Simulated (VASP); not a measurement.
# InSe (R3m) in VASP: single point with LDA

Aim: the single point of InSe with LDA.

Program: VASP 6.6.1. These are calculated values, not measurements. Logs are shortened: lines on timing, memory, paths and dates and some standing lists are left out, and cuts for length are marked.

**Experimental background.**

“The Interaction of Hydrogen with the van der Waals Crystal γ-InSe”, 2020, pmc:7321205 reports, for a bulk crystal of InSe at 300 K: band gap 1.25 eV.

The results are compared with them further down.

### Step 1. The cell of the first run

It takes space group R3m (No. 160, trigonal). The conventional cell has a = 3.973 Å, b = 3.973 Å, c = 24.403 Å, α = 90.00°, β = 90.00°, γ = 120.00°. Within 3.5 Å of In (site symmetry 3m) lie 3 Se at 2.62 Å and 1 In at 2.74 Å. In (site symmetry 3m) has 3 Se at 2.62 Å and 1 In at 2.74 Å within 3.5 Å. Within 3.5 Å of Se (site symmetry 3m) lie 3 In at 2.62 Å. Se (site symmetry 3m) has 3 In at 2.62 Å within 3.5 Å.

### Step 2. Single point, LDA

INCAR

```
ALGO = Normal ; EDIFF = 1E-6
ENCUT = 520 ; GGA = CA
ISIF = 2 ; ISMEAR = 0
LASPH = True ; LCHARG = True
LELF = True ; LREAL = False
LVHAR = True ; LWAVE = False
NBANDS = 27 ; NELM = 60
PREC = Accurate ; SIGMA = 0.01
```

KPOINTS

```
k-points
0
Gamma
  12 12 12
```

POSCAR

```
InSe
1.0
    1.9864478847      1.1468762209      8.1341961244
   -1.9864478847      1.1468762209      8.1341961244
    0.0000000000     -2.2937524419      8.1341961244
In Se
2 2
Direct
   -0.0005056714     -0.0005056714     -0.0005056714
    0.1118735251      0.1118735251      0.1118735251
    0.6141910054      0.6141910054      0.6141910054
    0.8304411409      0.8304411409      0.8304411409
```

Potentials or basis: VASP PAW LDA potentials, release 64 (In_d, Se).

Started as:

```console
$ cat potpaw_LDA.64/In_d/POTCAR potpaw_LDA.64/Se/POTCAR > POTCAR
$ mpirun -np 1 vasp_std > vasp.out
```

OUTCAR:

```text
EDIFF = 1E-6
   ENCUT = 520
   GGA = CA
   ISIF = 2
   ISMEAR = 0
   LASPH = True
   LREAL = False
   NELM = 60
   PREC = Accurate

 ion  position               nearest neighbor table
   1  0.999  0.999  0.999-   3 2.62   3 2.62   3 2.62   2 2.74
   2  0.112  0.112  0.112-   4 2.62   4 2.62   4 2.62   1 2.74
   3  0.614  0.614  0.614-   1 2.62   1 2.62   1 2.62
   4  0.830  0.830  0.830-   2 2.62   2 2.62   2 2.62

  LATTYP: Found a trigonal (rhomboedric) cell.
 ALAT       =     8.4514168549
 COS(alpha) =     0.8895094080

  Lattice vectors:

 A1 = (   1.9864478847,   1.1468762209,   8.1341961244)
 A2 = (  -1.9864478847,   1.1468762209,   8.1341961244)
 A3 = (   0.0000000000,  -2.2937524419,   8.1341961244)

Analysis of symmetry for initial positions (statically):
=====================================================================
 Subroutine PRICEL returns:
 Original cell was already a primitive cell.

 Routine SETGRP: Setting up the symmetry group for a
 trigonal (rhombohedral) supercell.

 Subroutine GETGRP returns: Found  6 space group operations
 (whereof  6 operations were pure point group operations)
 out of a pool of 12 trial point group operations.

The static configuration has the point symmetry C_3v.

Analysis of symmetry for dynamics (positions and initial velocities):
=====================================================================
 Subroutine PRICEL returns:
 Original cell was already a primitive cell.

 Routine SETGRP: Setting up the symmetry group for a
 trigonal (rhombohedral) supercell.

 Subroutine GETGRP returns: Found  6 space group operations
 (whereof  6 operations were pure point group operations)
 out of a pool of 12 trial point group operations.

The dynamic configuration has the point symmetry C_3v.

 Subroutine INISYM returns: Found  6 space group operations
 (whereof  6 operations are pure point group operations),
 and found     1 'primitive' translations

----------------------------------------------------------------------------------------

                                     Primitive cell

  volume of cell :     111.1884

  direct lattice vectors                    reciprocal lattice vectors
     1.986447885  1.146876221  8.134196124     0.251705571  0.145322279  0.040979259
    -1.986447885  1.146876221  8.134196124    -0.251705571  0.145322279  0.040979259
     0.000000000 -2.293752442  8.134196124     0.000000000 -0.290644559  0.040979259

  length of vectors
     8.451416855  8.451416855  8.451416855     0.293519266  0.293519266  0.293519266

  position of ions in fractional coordinates (direct lattice)
     0.999494329  0.999494329  0.999494329
     0.111873525  0.111873525  0.111873525
     0.614191005  0.614191005  0.614191005
     0.830441141  0.830441141  0.830441141

  ion indices of the primitive-cell ions
   primitive index   ion index
                 1           1
                 2           2
                 3           3
                 4           4

----------------------------------------------------------------------------------------

 KPOINTS: k-points

Automatic generation of k-mesh.
 Grid dimensions read from file:
 generate k-points for:   12   12   12

 Generating k-lattice:

  Cartesian coordinates                     Fractional coordinates (reciprocal lattice)
     0.020975464  0.012110190  0.003414938     0.083333333 -0.000000000  0.000000000
    -0.020975464  0.012110190  0.003414938    -0.000000000  0.083333333  0.000000000
     0.000000000 -0.024220380  0.003414938    -0.000000000 -0.000000000  0.083333333

  Length of vectors
     0.024459939  0.024459939  0.024459939

  Shift w.r.t. Gamma in fractional coordinates (k-lattice)
     0.000000000  0.000000000  0.000000000

 Subroutine IBZKPT returns following result:
 ===========================================

 Found    189 irreducible k-points:

 Following reciprocal coordinates:
            Coordinates               Weight
  0.000000  0.000000  0.000000      1.000000
  0.083333  0.000000  0.000000      6.000000
  0.166667  0.000000 -0.000000      6.000000
  0.250000  0.000000  0.000000      6.000000
  0.333333  0.000000 -0.000000      6.000000
  0.416667  0.000000  0.000000      6.000000
[... 16 lines left out ...]
  0.500000  0.166667  0.000000     12.000000
 -0.416667  0.166667 -0.000000     12.000000
 [... further k-points ...]
   k-points           NKPTS =    189   k-points in BZ     NKDIM =    189   number of bands    NBANDS=     27
   number of dos      NEDOS =    301   number of ions     NIONS =      4
   total plane-waves  NPLWV = 262144
   dimension x,y,z NGX =    64 NGY =   64 NGZ =   64
   dimension x,y,z NGXF=   128 NGYF=  128 NGZF=  128
   ions per type =               2   2
   NGX,Y,Z   is equivalent  to a cutoff of  12.59, 12.59, 12.59 a.u.
   NGXF,Y,Z  is equivalent  to a cutoff of  25.18, 25.18, 25.18 a.u.
 SYSTEM =  unknown system
   PREC   = accura    normal or accurate (medium, high low for compatibility)
   ISTART =      0    job   : 0-new  1-cont  2-samecut
   ICHARG =      2    charge: 1-file 2-atom 10-const
   ISPIN  =      1    spin polarized calculation?
   LNONCOLLINEAR =      F non collinear calculations
   LSORBIT =      F    spin-orbit coupling
   LASPH  =      T    aspherical Exc in radial PAW
   ENCUT  =  520.0 eV  38.22 Ry    6.18 a.u.  15.71 15.71 15.71*2*pi/ulx,y,z
   NELM   =     60;   NELMIN=  2; NELMDL= -5     # of ELM steps
   EDIFF  = 0.1E-05   stopping-criterion for ELM
   LREAL  =      F    real-space projection
   EDIFFG = 0.1E-04   stopping-criterion for IOM
   NSW    =      0    number of steps for IOM
   IBRION =     -1    ionic relax: 0-MD 1-quasi-New 2-CG
   NFREE  =      0    steps in history (QN), initial steepest desc. (CG)
   ISIF   =      2    stress and relaxation
   ISYM   =      2    0-nonsym 1-usesym 2-fastsym
   POTIM  = 0.5000    time-step for ionic-motion
   TEBEG  =    0.0;   TEEND  =   0.0 temperature during run
   PSTRESS=    0.0 pullay stress
   NELECT =      38.0000    total number of electrons
   NUPDOWN=      -1.0000    fix difference up-down
   EMIN   =  10.00;   EMAX   =-10.00  energy-range for DOS
   EFERMI =   0.00;   METHOD = LEGACY
   ISMEAR =     0;   SIGMA  =   0.01  broadening in eV -4-tet -1-fermi 0-gaus
   EFERMI_NEDOS =   21; number of points for ismear=-14 and -15
   IALGO  =     38    algorithm
   IMIX   =      4    mixing-type and parameters
     AMIX     =   0.40;   BMIX     =  1.00
     AMIX_MAG =   1.60;   BMIX_MAG =  1.00
  volume/ion in A,a.u.               =      27.80       187.58
  Fermi-wavevector in a.u.,A,eV,Ry     =   1.144589  2.162959 17.824768  1.310084
  Thomas-Fermi vector in A             =   2.281280
   LORBIT       =      0    0 simple, 1 ext, 2 COOP (PROOUT), +10 PAW based schemes
   GGA     = CA    functional components
   LHFCALC =     F    Hartree Fock is set to
   AEXX    =    0.0000 exact exchange contribution
   IVDW    =     0    specifies the selected vdW correction
   LEPSILON=     F    determine dielectric tensor
   LRPA    =     F    only Hartree local field effects (RPA)
 non-spin polarized calculation
 Gauss-broadening in eV      SIGMA  =   0.01
  energy-cutoff  :      520.00
  volume of cell :      111.19
 maximum number of plane-waves:      3037
   NGX = 31   NGY = 31   NGZ = 31

 number of electron      38.0000000 magnetization

 Free energy of the ion-electron system (eV)
  ---------------------------------------------------
  ext. energy  EPLUGINS =         0.00000000
  ---------------------------------------------------
  free energy    TOTEN  =       -16.67128424 eV

  energy without entropy =      -16.67128424  energy(sigma->0) =      -16.67128424

 E-fermi :   4.6165     XC(G=0):  -9.4996

 val. band max:        4.5410900789   @ k =   0.5000   0.5000   0.5000
 cond. band min:       4.7518447139   @ k =   0.5000   0.5000   0.5000
 fundamental gap:      0.2107546351
 Fermi energy:         4.6165046690

 k-point     1 :       0.0000    0.0000    0.0000
  band No.  band energies     occupation
      1     -10.4162      2.00000
      2     -10.1953      2.00000
      3     -10.1953      2.00000
      4     -10.0941      2.00000
      5     -10.0941      2.00000
      6     -10.0853      2.00000
[... 19 lines left out ...]
     26       9.8492      0.00000
     27      12.0398      0.00000

 k-point     2 :       0.0833    0.0000    0.0000
  band No.  band energies     occupation
      1     -10.4165      2.00000
      2     -10.2331      2.00000
      3     -10.1942      2.00000
      4     -10.1327      2.00000
      5     -10.0884      2.00000
      6     -10.0879      2.00000
[... 19 lines left out ...]
     26      10.0265      0.00000
     27      12.0252      0.00000

 k-point     3 :       0.1667    0.0000   -0.0000
  band No.  band energies     occupation
      1     -10.4246      2.00000
      2     -10.3048      2.00000
      3     -10.2167      2.00000
      4     -10.1922      2.00000
      5     -10.0944      2.00000
      6     -10.0731      2.00000
[... 19 lines left out ...]
     26      10.4406      0.00000
     27      11.2747      0.00000

 k-point     4 :       0.2500    0.0000    0.0000
  band No.  band energies     occupation
      1     -10.4628      2.00000
      2     -10.3450      2.00000
      3     -10.3051      2.00000
      4     -10.1915      2.00000
      5     -10.1030      2.00000
      6     -10.0523      2.00000
[... 19 lines left out ...]
     26      10.8288      0.00000
     27      11.1602      0.00000

 k-point     5 :       0.3333    0.0000   -0.0000
  band No.  band energies     occupation
      1     -10.5171      2.00000
      2     -10.3781      2.00000
      3     -10.3497      2.00000
      4     -10.1924      2.00000
      5     -10.1115      2.00000
      6     -10.0317      2.00000
[... 19 lines left out ...]
     26      11.0819      0.00000
     27      11.6593      0.00000

 k-point     6 :       0.4167    0.0000    0.0000
  band No.  band energies     occupation
      1     -10.5559      2.00000
      2     -10.4243      2.00000
      3     -10.3477      2.00000
      4     -10.1937      2.00000
      5     -10.1176      2.00000
      6     -10.0169      2.00000
[... 444 lines left out ...]
      1     -10.4813      2.00000
      2     -10.3531      2.00000
      3     -10.3394      2.00000
      4     -10.1973      2.00000
      5     -10.1001      2.00000
      6     -10.0480      2.00000
[... 19 lines left out ...]
     26      10.8628      0.00000
     27      11.5112      0.00000

 k-point    22 :       0.4167    0.1667    0.0000
  band No.  band energies     occupation
      1     -10.5235      2.00000
      2     -10.4000      2.00000
      3     -10.3487      2.00000
      4     -10.2027      2.00000
      5     -10.1024      2.00000
      6     -10.0350      2.00000
[... 19 lines left out ...]
     26      11.0728      0.00000
     27      11.4737      0.00000

 k-point    23 :       0.5000    0.1667    0.0000
  band No.  band energies     occupation
      1     -10.5535      2.00000
      2     -10.4353      2.00000
      3     -10.3465      2.00000
      4     -10.2072      2.00000
      5     -10.1041      2.00000
      6     -10.0255      2.00000
[... 19 lines left out ...]
     26      11.3623      0.00000
     27      11.9708      0.00000

 k-point    24 :      -0.4167    0.1667   -0.0000
  band No.  band energies     occupation
      1     -10.5651      2.00000
      2     -10.4464      2.00000
      3     -10.3454      2.00000
      4     -10.2089      2.00000
      5     -10.1047      2.00000
      6     -10.0219      2.00000
[... 19 lines left out ...]
     26      11.4862      0.00000
     27      12.2819      0.00000

 [... further k-points ...]
[... 5 lines left out ...]
  --------------------------------------------------------------------------------------
  -------------------------------------------------------------------------------------
  Total        0.1043491      0.1043491      0.1092990      0.0000000     -0.0000000      0.0000000
  in kB        1.5036252      1.5036252      1.5749517      0.0000000     -0.0000000      0.0000000
  external PRESSURE =       1.5274007 kB  Pullay stress =       0.0000000 kB

 VOLUME and BASIS-vectors are now :
 -----------------------------------------------------------------------------
  energy-cutoff  :      520.00
  volume of cell :      111.19
      direct lattice vectors                 reciprocal lattice vectors
     1.986447885  1.146876221  8.134196124     0.251705571  0.145322279  0.040979259
    -1.986447885  1.146876221  8.134196124    -0.251705571  0.145322279  0.040979259
     0.000000000 -2.293752442  8.134196124     0.000000000 -0.290644559  0.040979259

 POSITION                                       TOTAL-FORCE (eV/Angst)
 -----------------------------------------------------------------------------------
      0.00000     -0.00000     24.39025         0.000000     -0.000000      0.014178
      0.00000     -0.00000      2.73000         0.000000      0.000000     -0.014226
      0.00000     -0.00000     14.98785         0.000000      0.000000     -0.028281
      0.00000     -0.00000     20.26491         0.000000     -0.000000      0.028330
 -----------------------------------------------------------------------------------
    total drift:                               -0.000000      0.000000      0.000256

  FREE ENERGIE OF THE ION-ELECTRON SYSTEM (eV)
  ---------------------------------------------------
  free  energy   TOTEN  =       -16.6712842431 eV

  energy  without entropy=      -16.6712842431  energy(sigma->0) =      -16.67128424
```

Run time: 71 min. Hardware: 1 thread of Intel Xeon 8259CL, shared host; peak memory 0.77 GiB.

What came out:

| Item | Value |
| --- | --- |
| Free energy | -16.6713 eV |
| Pressure | 0.2 GPa |
| Largest force | 0.028 eV/Å |
| Band gap on the k mesh | 0.21 eV |

Forces on the atoms (eV/Å):
```
In   0.000  0.000  0.014
In   0.000  0.000 -0.014
Se   0.000  0.000 -0.028
Se   0.000  0.000  0.028
```

Caveat: spin-orbit coupling is left out, which moves the levels of the heavy elements.

### Step 3. Comparison with measurements

Step 2. Against the measured gap of InSe, 1.25 eV (300 K; “The Interaction of Hydrogen with the van der Waals Crystal γ-InSe”, 2020, pmc:7321205), the calculated 0.21 eV is off by -1.04 eV. So large a miss can be the level of theory's own, or it may mean another phase, state or a wrong row. Spin-orbit coupling on In, Se is left out. The value is that of LDA on a finite k mesh, which can miss the band edges, without temperature or zero-point motion. Semilocal functionals fall short of measured gaps as a rule.
